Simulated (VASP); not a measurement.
# WC (Pm) in VASP: further runs, part 2 of 2

VASP 6.6.1. The steps go on from the part before.

## (3) Single point, PBE (atom 1 (W) moved by (+0.450, +0.000) A along [1 1 0] and z)

The input, INCAR:

```
SYSTEM = WC
PREC     = Accurate       ! precision mode
ENCUT    = 520            ! plane-wave cutoff, eV
EDIFF    = 1E-6           ! SCF threshold, eV
ISMEAR   = 0              ! smearing method
SIGMA    = 0.15           ! smearing width, eV
LREAL    = .FALSE.        ! projectors in reciprocal space
LASPH    = .TRUE.         ! aspherical terms in the spheres
NELM     = 100            ! most SCF steps
ALGO     = Normal         ! electronic algorithm
ISIF     = 2              ! what is computed and relaxed
LWAVE    = .FALSE.        ! write WAVECAR
LCHARG   = .TRUE.         ! write CHGCAR
GGA      = PE             ! functional
LELF     = .TRUE.         ! ELF
LVHAR    = .TRUE.       
NBANDS   = 16             ! bands
```

The input, KPOINTS:

```
regular mesh
0
G
  18 18 16
  0 0 0
```

The input, POSCAR:

```
WC
1.0
    2.9005014360      0.0000000000      0.0000000000
   -1.4502507180      2.5119079273      0.0000000000
    0.0000000000      0.0000000000      2.8290000000
W C
1 1
Direct
    0.1730424181      0.1266758419      0.0000000000
    0.6666666667      0.3333333333      0.5000000000
```

Potentials or basis: VASP PAW PBE potentials, release 64 (W_sv, C).

Run with:

```bash
$ cat potpaw_PBE.64/W_sv/POTCAR potpaw_PBE.64/C/POTCAR > POTCAR
$ mpirun -np 1 vasp_std > vasp.out
```

OUTCAR:

```text
SYSTEM = WC
   PREC = Accurate
   ENCUT = 520
   EDIFF = 1E-6
   ISMEAR = 0
   LREAL = .FALSE.
   LASPH = .TRUE.
   NELM = 100
   ISIF = 2
   GGA = PE

 ion  position               nearest neighbor table
   1  0.173  0.127  0.000-   2 1.88   2 1.88   2 2.32   2 2.32   2 2.46   2 2.46
   2  0.667  0.333  0.500-   1 1.88   1 1.88   1 2.32   1 2.32   1 2.46   1 2.46

  LATTYP: Found a hexagonal cell.
 ALAT       =     2.9005014360
 C/A-ratio  =     0.9753485949

  Lattice vectors:

 A1 = (   2.9005014360,   0.0000000000,   0.0000000000)
 A2 = (  -1.4502507180,   2.5119079273,   0.0000000000)
[... 627 lines left out ...]
      5      -0.7855      2.00000
      6       4.8670      2.00000
[... 8 lines left out ...]
     15      23.1094      0.00000
     16      27.0971      0.00000

 [... further k-points ...]
[... 5 lines left out ...]
  --------------------------------------------------------------------------------------
  -------------------------------------------------------------------------------------
  Total        5.9086802      2.2100003      9.4464933      1.9749696      0.0000000      0.0000000
  in kB      459.2945802    171.7881370    734.2964906    153.5186910      0.0000000      0.0000000
  external PRESSURE =     455.1264026 kB  Pullay stress =       0.0000000 kB

 VOLUME and BASIS-vectors are now :
 -----------------------------------------------------------------------------
  energy-cutoff  :      520.00
  volume of cell :       20.61
      direct lattice vectors                 reciprocal lattice vectors
     2.900501436  0.000000000  0.000000000     0.344767973  0.199051882  0.000000000
    -1.450250718  2.511907927  0.000000000     0.000000000  0.398103764  0.000000000
     0.000000000  0.000000000  2.829000000     0.000000000  0.000000000  0.353481796

 POSITION                                       TOTAL-FORCE (eV/Angst)
 -----------------------------------------------------------------------------------
      0.31820      0.31820      0.00000        -6.214290     -4.127231      0.000000
      1.45025      0.83730      1.41450         6.214290      4.127231      0.000000
 -----------------------------------------------------------------------------------
    total drift:                                0.000018     -0.000034      0.000000

  FREE ENERGIE OF THE ION-ELECTRON SYSTEM (eV)
  ---------------------------------------------------
  free  energy   TOTEN  =       -20.7185943516 eV

  energy  without entropy=      -20.7126088277  energy(sigma->0) =      -20.71560159
```

OSZICAR:

```text
N       E                     dE             d eps       ncg     rms          rms(c)
DAV:   1     0.117335424421E+03    0.11734E+03   -0.96477E+03 47248   0.124E+03
DAV:   2    -0.205381411599E+02   -0.13787E+03   -0.13314E+03 56160   0.349E+02
DAV:   3    -0.238955885374E+02   -0.33574E+01   -0.33440E+01 52792   0.524E+01
DAV:   4    -0.239136296021E+02   -0.18041E-01   -0.18040E-01 59384   0.426E+00
DAV:   5    -0.239137799120E+02   -0.15031E-03   -0.15031E-03 53064   0.356E-01    0.376E+01
DAV:   6    -0.208474536659E+02    0.30663E+01   -0.69268E+00 56960   0.270E+01    0.107E+01
DAV:   7    -0.207504668369E+02    0.96987E-01   -0.59954E-01 49576   0.616E+00    0.790E+00
DAV:   8    -0.207194500939E+02    0.31017E-01   -0.57638E-02 54352   0.224E+00    0.521E-01
DAV:   9    -0.207186551422E+02    0.79495E-03   -0.32311E-03 51536   0.447E-01    0.132E-01
DAV:  10    -0.207185909541E+02    0.64188E-04   -0.34429E-04 56152   0.196E-01    0.191E-02
DAV:  11    -0.207185932034E+02   -0.22494E-05   -0.22602E-05 54256   0.453E-02    0.151E-02
DAV:  12    -0.207185944732E+02   -0.12698E-05   -0.17442E-06 41392   0.160E-02    0.282E-03
DAV:  13    -0.207185943516E+02    0.12160E-06   -0.20319E-07 24400   0.525E-03
   1 F= -.20718594E+02 E0= -.20715602E+02  d E =-.598552E-02
```

stdout:

```text
POSCAR found type information on POSCAR W C
 POSCAR found :  2 types and       2 ions
 scaLAPACK will be used
 LDA part: xc-table for (Slater+PW92), standard interpolation
 POSCAR, INCAR and KPOINTS ok, starting setup
 FFT: planning ... GRIDC
 FFT: planning ... GRID_SOFT
 FFT: planning ... GRID
 WAVECAR not read
 entering main loop
```

It took 2.4 min on 1 thread of Intel Xeon 6975P-C (Granite Rapids), shared host; peak memory 0.55 GiB.

What came out:

```
Free energy            : -20.7186 eV
Pressure               : 45.5 GPa
Largest force          : 7.460 eV/Å
Band gap on the k mesh : zero (bands 9 and 10 overlap by 2.27 eV)
```

Forces on the atoms (eV/Å):
```
W   -6.214 -4.127  0.000
C    6.214  4.127  0.000
```

Stress tensor (GPa, compression positive):
```
45.93 15.35  0.00
15.35 17.18  0.00
 0.00  0.00 73.43
```

Caveat: the cell differs from its parent crystal (atom 1 (W) moved by (+0.450, +0.000) A along [1 1 0] and z); the stress differs along the axes, from 17 to 73 GPa; spin-orbit coupling is left out, which moves the levels of the heavy elements; forces of over 1 eV/Å act on the atoms, so gaps and moduli don't describe the material at rest.

## (4) Single point, PBE (atom 1 (W) moved by (-0.225, +0.000) A along [1 1 0] and z)

The input, INCAR:

```
SYSTEM = WC
PREC     = Accurate       ! precision mode
ENCUT    = 520            ! plane-wave cutoff, eV
EDIFF    = 1E-6           ! SCF threshold, eV
ISMEAR   = 0              ! smearing method
SIGMA    = 0.15           ! smearing width, eV
LREAL    = .False.        ! projectors in reciprocal space
LASPH    = .True.         ! aspherical terms in the spheres
NELM     = 80             ! most SCF steps
ALGO     = Normal         ! electronic algorithm
ISIF     = 2              ! what is computed and relaxed
LWAVE    = .False.        ! write WAVECAR
LCHARG   = .False.        ! write CHGCAR
GGA      = PE             ! functional
NBANDS   = 16             ! bands
```

The input, KPOINTS:

```
Automatic mesh
0
Gamma
  18 18 16
  0 0 0
```

Edit POSCAR of step 3 so:

```diff
@@ -8,3 +8,3 @@
 Direct
-    0.1730424181      0.1266758419      0.0000000000
+   -0.0865212091     -0.0633379210      0.0000000000
     0.6666666667      0.3333333333      0.5000000000
```

Run with:

```bash
$ cat potpaw_PBE.64/W_sv/POTCAR potpaw_PBE.64/C/POTCAR > POTCAR
$ mpirun -np 1 vasp_std > vasp.out
```

Run time: 2.6 min. Hardware: 1 thread of Intel Xeon 6975P-C (Granite Rapids), shared host; peak memory 0.55 GiB.

The run converged. Its results:

- Free energy: -22.0627 eV
- Pressure: 16.8 GPa
- Largest force: 3.150 eV/Å
- Band gap on the k mesh: zero (bands 9 and 10 overlap by 1.71 eV)

Forces in eV/Å, atoms in the order of the input:
```
W    1.945  2.477  0.000
C   -1.945 -2.477  0.000
```

Stress tensor (GPa, compression positive):
```
 7.58 -6.51  0.00
-6.51 20.99  0.00
 0.00  0.00 21.78
```

Levels at points of the mesh, in eV from the Fermi level:
| k point | band 7 | band 8 | band 9 | band 10 | band 11 | band 12 |
| --- | --- | --- | --- | --- | --- | --- |
| (0.00, 0.00, 0.00) | -3.59 | -3.09 | -0.31 | 2.83 | 3.44 | 3.88 |
| (0.50, 0.00, 0.00) | -3.97 | -3.10 | -0.78 | 1.92 | 4.57 | 4.99 |
| (0.00, 0.50, 0.00) | -4.49 | -4.21 | 0.00 | 2.25 | 4.01 | 4.84 |
| (0.50, 0.50, 0.00) | -4.49 | -4.26 | 0.30 | 2.13 | 4.13 | 4.97 |
| (0.00, 0.00, 0.50) | -3.57 | -1.05 | -0.68 | -0.60 | 2.24 | 3.67 |
| (0.50, 0.00, 0.50) | -5.31 | -5.04 | 0.99 | 4.28 | 5.10 | 6.32 |
| (0.00, 0.50, 0.50) | -4.22 | -3.82 | -0.52 | 4.31 | 5.18 | 5.57 |
| (0.50, 0.50, 0.50) | -4.52 | -3.82 | -0.30 | 4.27 | 5.02 | 5.16 |

Caveat: the cell differs from its parent crystal (atom 1 (W) moved by (-0.225, +0.000) A along [1 1 0] and z); the stress differs along the axes, from 8 to 22 GPa; spin-orbit coupling is left out, which moves the levels of the heavy elements; forces of over 1 eV/Å act on the atoms, so gaps and moduli don't describe the material at rest.

## (5) Overview

| cell | gap on the mesh (eV) | pressure (GPa) | largest force (eV/Å) |
| --- | --- | --- | --- |
| as given, atomic positions A | none | 34.5 | 4.79 |
| as given, atomic positions B | none | 45.5 | 7.46 |
| as given, atomic positions C | none | 16.8 | 3.15 |

Alike in all rows: task single point; level PBE; potentials or basis VASP PAW PBE potentials, release 64 (W_sv, C); no spin polarisation; k mesh 18 × 18 × 16; cutoff (eV) 520; smearing gaussian 0.15 eV.

Caveats: spin-orbit coupling is left out, which moves the levels of the heavy elements; forces of over 1 eV/Å act on the atoms, so gaps and moduli don't describe the material at rest; the stress differs along the axes, from 14 to 51 GPa (at least some runs); the stress differs along the axes, from 17 to 73 GPa (at least some runs); the stress differs along the axes, from 8 to 22 GPa (at least some runs).

Total energies depend on the potentials used, so only differences within one code and one set of settings carry meaning.
